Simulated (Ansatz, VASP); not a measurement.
This is a calculation of ZrB2 for VASP 6.6.1.

File INCAR:

```
PREC = Accurate ; ENCUT = 520
EDIFF = 1E-6 ; ISMEAR = -1
SIGMA = 0.05 ; LREAL = F
LASPH = T ; NELM = 60
ALGO = Normal ; ISIF = 2
LWAVE = F ; LCHARG = T
GGA = RE ; IVDW = 12
LELF = T ; LVHAR = T
NBANDS = 16
```

Contents of KPOINTS:

```
regular mesh
0
Gamma
  10 10 8
```

The input POSCAR:

```
ZrB2
1.0
    3.2117153101      0.0000000000      0.0000000000
   -1.6058576551      2.7814270483      0.0000000000
    0.0000000000      0.0000000000      3.5794921737
Zr B
1 2
Direct
    0.0000000000      0.0000000000      0.0000000000
    0.6666666667      0.3333333333      0.5000000000
    0.3333333333      0.6666666667      0.5000000000
```

Potentials or basis: VASP PAW PBE potentials, release 64 (Zr_sv, B).

Command:

```bash
$ cat potpaw_PBE.64/Zr_sv/POTCAR potpaw_PBE.64/B/POTCAR > POTCAR
$ mpirun -np 1 vasp_std > vasp.out
```

Problem. Translate it to Ansatz 0.2.0. Potentials there: Ansatz PAW.

Solution. As run (the cutoff follows the program's own potentials):

input.yaml

```yaml
crystal:
  lattice:
    - [3.2117153101, 0.0, 0.0]
    - [-1.6058576551, 2.7814270483, 0.0]
    - [0.0, 0.0, 3.5794921737]
  atoms:
    - { symbol: Zr, position: [0.0, 0.0, 0.0] }
    - { symbol: B, position: [0.6666666667, 0.3333333333, 0.5] }
    - { symbol: B, position: [0.3333333333, 0.6666666667, 0.5] }
hamiltonian:
  xc: revpbe
  pseudopotentials: { kind: paw }
  dispersion: d3bj
kpoints:
  mp_grid: { grid: [10, 10, 8] }
scf:
  occupations: { method: fermi_dirac, width: 0.05 }
output:
  forces: true
  stress: true
  eigenvalues: true
```

Potentials or basis: Ansatz PAW.

Run with:

```sh
$ ansatz run input.yaml --threads 2 --pin off --max-ram 5120MiB --backend cpu --events-out ev --progress --plain --runs-dir out
```

Both were run:

|  | VASP | Ansatz | Ansatz less VASP |
| --- | --- | --- | --- |
| gap on the k mesh at the Fermi level (eV) | none | none | - |
| pressure (GPa) | -16.3 | -16.4 | -0.06 |
| traceless stress, the component that is largest in VASP (GPa) | 1.70 | 1.66 | -0.038 |

VASP's potentials were made for PBE, not for revPBE. A gap of «none» marks a metal or a gap that the smearing closes.
